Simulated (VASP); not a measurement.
# Sn2Ge (P3m1) in VASP: single point with PBE

Aim: the single point of Sn2Ge with PBE.

Everything below comes from runs of VASP 6.6.1. Logs are shortened: lines on timing, memory, paths and dates and some standing lists are left out, and cuts for length are marked.

## Step 1: The cell of the first run

Symmetry: P3m1, No. 156, trigonal system. The conventional cell has a = 4.456 Å, b = 4.456 Å, c = 10.830 Å, α = 90.00°, β = 90.00°, γ = 120.00°. Within 3.5 Å of Ge (site symmetry 3m) lie 4 Sn at 2.65 to 2.70 Å. Ge (site symmetry 3m) has 4 Sn at 2.66 to 2.70 Å within 3.5 Å. Sn (site symmetry 3m) has 4 Sn at 2.78 to 2.84 Å within 3.7 Å. Sn (site symmetry 3m) has 4 Ge at 2.66 to 2.70 Å within 3.5 Å. Within 3.6 Å of Sn (site symmetry 3m) lie 3 Ge at 2.70 Å and 1 Sn at 2.84 Å. Within 3.5 Å of Sn (site symmetry 3m) lie 1 Ge at 2.65 Å and 3 Sn at 2.78 Å.

## Step 2: Single point, PBE, non-collinear spin, zero start, spin-orbit coupling

Input file INCAR:

```
SYSTEM = Sn2Ge
ALGO = Normal
EDIFF = 1E-6
ENCUT = 520
GGA = PE
GGA_COMPAT = .False.
ISIF = 2
ISMEAR = -1
KPAR = 4
LASPH = .True.
LCHARG = .False.
LNONCOLLINEAR = .True.
LORBIT = 11
LORBMOM = .True.
LREAL = .False.
LSORBIT = .True.
LWAVE = .False.
MAGMOM = 0 0 0 0 0 0 0 0 0 0 0 0 0 0 0 0 0 0
NBANDS = 100
NELM = 150
PREC = Accurate
SIGMA = 0.02
```

Input file KPOINTS:

```
k-points
0
Gamma
  6 6 2
  0 0 0
```

Input file POSCAR:

```
Sn2Ge
1.0
    4.4557997908      0.0000000000      0.0000000000
   -2.2278998954      3.8588358131      0.0000000000
    0.0000000000      0.0000000000     10.8302803197
Ge Sn
2 4
Direct
    0.0000000000      0.0000000000     -0.0074855361
    0.6666666667      0.3333333333      0.6717786840
    0.3333333333      0.6666666667      0.3344090057
    0.6666666667      0.3333333333      0.9175818747
    0.3333333333      0.6666666667      0.5964564279
    0.0000000000      0.0000000000      0.2372595438
```

Potentials or basis: VASP PAW PBE potentials, release 64 (Ge_d, Sn_d).

Command:

```bash
$ cat potpaw_PBE.64/Ge_d/POTCAR potpaw_PBE.64/Sn_d/POTCAR > POTCAR
$ mpirun -np 4 vasp_ncl > vasp.out
```

OUTCAR:

```text
SYSTEM = Sn2Ge
   EDIFF = 1E-6
   ENCUT = 520
   GGA = PE
   ISIF = 2
   ISMEAR = -1
   LASPH = .True.
   LNONCOLLINEAR = .True.
   LORBIT = 11
   LREAL = .False.
   LSORBIT = .True.
   NELM = 150
   PREC = Accurate

 ion  position               nearest neighbor table
   1  0.000  0.000  0.993-   6 2.65   4 2.70   4 2.70   4 2.70
   2  0.667  0.333  0.672-   4 2.66   5 2.70   5 2.70   5 2.70
   3  0.333  0.667  0.334-   6 2.78   6 2.78   6 2.78   5 2.84
   4  0.667  0.333  0.918-   2 2.66   1 2.70   1 2.70   1 2.70
   5  0.333  0.667  0.596-   2 2.70   2 2.70   2 2.70   3 2.84
   6  0.000  0.000  0.237-   1 2.65   3 2.78   3 2.78   3 2.78

  LATTYP: Found a hexagonal cell.
 ALAT       =     4.4557997908
 C/A-ratio  =     2.4306029957

  Lattice vectors:

 A1 = (   4.4557997908,   0.0000000000,   0.0000000000)
 A2 = (  -2.2278998954,   3.8588358131,   0.0000000000)
 A3 = (   0.0000000000,   0.0000000000,  10.8302803197)

Analysis of symmetry for initial positions (statically):
=====================================================================
 Subroutine PRICEL returns:
 Original cell was already a primitive cell.

 Routine SETGRP: Setting up the symmetry group for a
 hexagonal supercell.

 Subroutine GETGRP returns: Found  6 space group operations
 (whereof  6 operations were pure point group operations)
 out of a pool of 24 trial point group operations.

The static configuration has the point symmetry C_3v.

Analysis of symmetry for dynamics (positions and initial velocities):
=====================================================================
 Subroutine PRICEL returns:
 Original cell was already a primitive cell.

 Routine SETGRP: Setting up the symmetry group for a
 hexagonal supercell.

 Subroutine GETGRP returns: Found  6 space group operations
 (whereof  6 operations were pure point group operations)
 out of a pool of 24 trial point group operations.

The dynamic configuration has the point symmetry C_3v.

Analysis of structural, dynamic, and magnetic symmetry:
=====================================================================
 Subroutine PRICEL returns:
 Original cell was already a primitive cell.

 Routine SETGRP: Setting up the symmetry group for a
 hexagonal supercell.

 Subroutine GETGRP returns: Found  6 space group operations
 (whereof  6 operations were pure point group operations)
 out of a pool of 24 trial point group operations.

The overall configuration has the point symmetry C_3v.

 Subroutine INISYM returns: Found  6 space group operations
 (whereof  6 operations are pure point group operations),
 and found     1 'primitive' translations

----------------------------------------------------------------------------------------

                                     Primitive cell

  volume of cell :     186.2180

  direct lattice vectors                    reciprocal lattice vectors
     4.455799791  0.000000000  0.000000000     0.224426601  0.129572758  0.000000000
    -2.227899895  3.858835813  0.000000000     0.000000000  0.259145517  0.000000000
     0.000000000  0.000000000 10.830280320     0.000000000  0.000000000  0.092333713

  length of vectors
     4.455799791  4.455799791 10.830280320     0.259145517  0.259145517  0.092333713

  position of ions in fractional coordinates (direct lattice)
     0.000000000  0.000000000  0.992514464
     0.666666667  0.333333333  0.671778684
     0.333333333  0.666666667  0.334409006
     0.666666667  0.333333333  0.917581875
     0.333333333  0.666666667  0.596456428
     0.000000000  0.000000000  0.237259544

  ion indices of the primitive-cell ions
   primitive index   ion index
                 1           1
                 2           2
                 3           3
                 4           4
                 5           5
                 6           6

----------------------------------------------------------------------------------------

 KPOINTS: k-points
[... 127 lines left out ...]
      3     -19.7250      1.00000
      4     -19.7250      1.00000
      5     -19.7148      1.00000
      6     -19.7148      1.00000
[... 1969 lines left out ...]
     95       8.7209      0.00000
     96       8.7531      0.00000
 [bands above 96 left out]

------------------------ aborting loop because EDIFF is reached ----------------------------------------

  FORCE on cell =-STRESS in cart. coord.  units (eV):
  Direction    XX          YY          ZZ          XY          YZ          ZX
  --------------------------------------------------------------------------------------
  -------------------------------------------------------------------------------------
  Total        2.0473603      2.0473603      2.1689545      0.0000000      0.0000000     -0.0000000
  in kB       17.6150223     17.6150223     18.6611911      0.0000000      0.0000000     -0.0000000
  external PRESSURE =      17.9637452 kB  Pullay stress =       0.0000000 kB

 VOLUME and BASIS-vectors are now :
 -----------------------------------------------------------------------------
  energy-cutoff  :      520.00
  volume of cell :      186.22
      direct lattice vectors                 reciprocal lattice vectors
     4.455799791  0.000000000  0.000000000     0.224426601  0.129572758  0.000000000
    -2.227899895  3.858835813  0.000000000     0.000000000  0.259145517  0.000000000
     0.000000000  0.000000000 10.830280320     0.000000000  0.000000000  0.092333713

 POSITION                                       TOTAL-FORCE (eV/Angst)
 -----------------------------------------------------------------------------------
      0.00000      0.00000     10.74921        -0.000000      0.000000     -0.031218
      2.22790      1.28628      7.27555         0.000000      0.000000     -0.052239
     -0.00000      2.57256      3.62174         0.000000     -0.000000      0.067328
      2.22790      1.28628      9.93767        -0.000000     -0.000000      0.041031
     -0.00000      2.57256      6.45979         0.000000      0.000000      0.019093
      0.00000      0.00000      2.56959        -0.000000     -0.000000     -0.043996
 -----------------------------------------------------------------------------------
    total drift:                                0.000000     -0.000000      0.002214

  FREE ENERGIE OF THE ION-ELECTRON SYSTEM (eV)
  ---------------------------------------------------
  free  energy   TOTEN  =       -24.3608448428 eV

  energy  without entropy=      -24.3606209705  energy(sigma->0) =      -24.36073291

 orbital moment (x)

 # of ion     p       d       tot
 ----------------------------------------
  1        -0.000   0.000   0.000
  2        -0.000   0.000   0.000
  3         0.000   0.000   0.000
  4        -0.000   0.000  -0.000
  5         0.000  -0.000  -0.000
  6        -0.000  -0.000  -0.000
 ----------------------------------------
           -0.000   0.000   0.000

 orbital moment (y)

 # of ion     p       d       tot
 ----------------------------------------
  1         0.000  -0.000   0.000
  2         0.000   0.000   0.000
  3         0.000   0.000   0.000
  4        -0.000  -0.000  -0.000
  5         0.000  -0.000   0.000
  6         0.000  -0.000   0.000
 ----------------------------------------
            0.000  -0.000   0.000

 orbital moment (z)

 # of ion     p       d       tot
 ----------------------------------------
  1         0.000   0.000   0.000
  2         0.000  -0.000  -0.000
  3         0.000  -0.000  -0.000
  4         0.000   0.000   0.000
  5         0.000   0.000   0.000
  6         0.000  -0.000  -0.000
 ----------------------------------------
            0.000   0.000   0.000

 Spin-Orbit-Coupling matrix elements

 Ion:    1  E_soc:     -0.0201067
 l=   1
     0.0000000    -0.0024713    -0.0023028
    -0.0024713     0.0000000    -0.0024713
    -0.0023028    -0.0024713     0.0000000
 l=   2
     0.0000000    -0.0001889     0.0000000    -0.0001889    -0.0007434
    -0.0001889     0.0000000    -0.0005577    -0.0001936    -0.0001889
     0.0000000    -0.0005577     0.0000000    -0.0005577     0.0000000
    -0.0001889    -0.0001936    -0.0005577     0.0000000    -0.0001889
    -0.0007434    -0.0001889     0.0000000    -0.0001889     0.0000000
 l=   3
     0.0000000     0.0000000     0.0000000     0.0000000     0.0000000     0.0000000     0.0000000
     0.0000000     0.0000000     0.0000000     0.0000000     0.0000000     0.0000000     0.0000000
     0.0000000     0.0000000     0.0000000     0.0000000     0.0000000     0.0000000     0.0000000
     0.0000000     0.0000000     0.0000000     0.0000000     0.0000000     0.0000000     0.0000000
[... 89 lines left out ...]
 l=   2
     0.0000000    -0.0012460     0.0000000    -0.0012460    -0.0049241
    -0.0012460     0.0000000    -0.0037523    -0.0012447    -0.0012460
     0.0000000    -0.0037523     0.0000000    -0.0037523     0.0000000
    -0.0012460    -0.0012447    -0.0037523     0.0000000    -0.0012460
    -0.0049241    -0.0012460     0.0000000    -0.0012460     0.0000000
 l=   3
     0.0000000     0.0000000     0.0000000     0.0000000     0.0000000     0.0000000     0.0000000
     0.0000000     0.0000000     0.0000000     0.0000000     0.0000000     0.0000000     0.0000000
     0.0000000     0.0000000     0.0000000     0.0000000     0.0000000     0.0000000     0.0000000
     0.0000000     0.0000000     0.0000000     0.0000000     0.0000000     0.0000000     0.0000000
     0.0000000     0.0000000     0.0000000     0.0000000     0.0000000     0.0000000     0.0000000
     0.0000000     0.0000000     0.0000000     0.0000000     0.0000000     0.0000000     0.0000000
     0.0000000     0.0000000     0.0000000     0.0000000     0.0000000     0.0000000     0.0000000

 total charge

# of ion       s       p       d       tot
------------------------------------------
    1        1.158   1.165   9.995  12.317
    2        1.158   1.165   9.994  12.317
    3        1.161   1.248   9.970  12.379
    4        1.163   1.165   9.983  12.310
    5        1.164   1.159   9.977  12.299
    6        1.156   1.248   9.977  12.381
--------------------------------------------------
tot          6.959   7.149  59.896  74.005

 magnetization (x)

# of ion       s       p       d       tot
------------------------------------------
    1        0.000   0.000   0.000   0.000
    2        0.000   0.000   0.000   0.000
    3        0.000   0.000   0.000   0.000
    4        0.000   0.000   0.000   0.000
    5        0.000   0.000   0.000   0.000
    6        0.000   0.000  -0.000  -0.000
--------------------------------------------------
tot          0.000   0.000  -0.000  -0.000

 magnetization (y)

# of ion       s       p       d       tot
------------------------------------------
    1        0.000   0.000   0.000   0.000
    2        0.000   0.000   0.000   0.000
    3        0.000   0.000   0.000   0.000
    4        0.000   0.000   0.000   0.000
    5        0.000   0.000   0.000   0.000
    6        0.000   0.000   0.000   0.000
--------------------------------------------------
tot          0.000   0.000   0.000   0.000

 magnetization (z)

# of ion       s       p       d       tot
------------------------------------------
    1        0.000   0.000  -0.000   0.000
    2        0.000   0.000   0.000   0.000
    3        0.000   0.000   0.000   0.000
    4        0.000  -0.000  -0.000  -0.000
    5        0.000  -0.000   0.000  -0.000
    6        0.000   0.000   0.000   0.000
--------------------------------------------------
tot          0.000   0.000  -0.000   0.000
```

Run time: 4.7 min. Hardware: 4 MPI ranks of Intel Xeon Platinum 8375C at 2.90GHz (Ice Lake), shared host; peak memory 1.1 GiB.

Results:

```
Free energy                                           : -24.3608 eV
Pressure                                              : 1.8 GPa
Largest force                                         : 0.067 eV/Å
Net moment                                            : 0.00 μB per cell
Valence electrons inside the program's atomic spheres : Ge 12.32; Sn 12.38, 12.31, 12.30 (each value once)
```

Forces in eV/Å, atoms in the order of the input:
```
Ge   0.000  0.000 -0.031
Ge   0.000  0.000 -0.052
Sn   0.000  0.000  0.067
Sn   0.000  0.000  0.041
Sn   0.000  0.000  0.019
Sn   0.000  0.000 -0.044
```

Stress tensor (GPa, compression positive):
```
1.76 0.00 0.00
0.00 1.76 0.00
0.00 0.00 1.87
```

Moments on the atoms (μB; x, y, z):
```
Ge  0.00 0.00 0.00
Ge  0.00 0.00 0.00
Sn  0.00 0.00 0.00
Sn  0.00 0.00 0.00
Sn  0.00 0.00 0.00
Sn  0.00 0.00 0.00
```
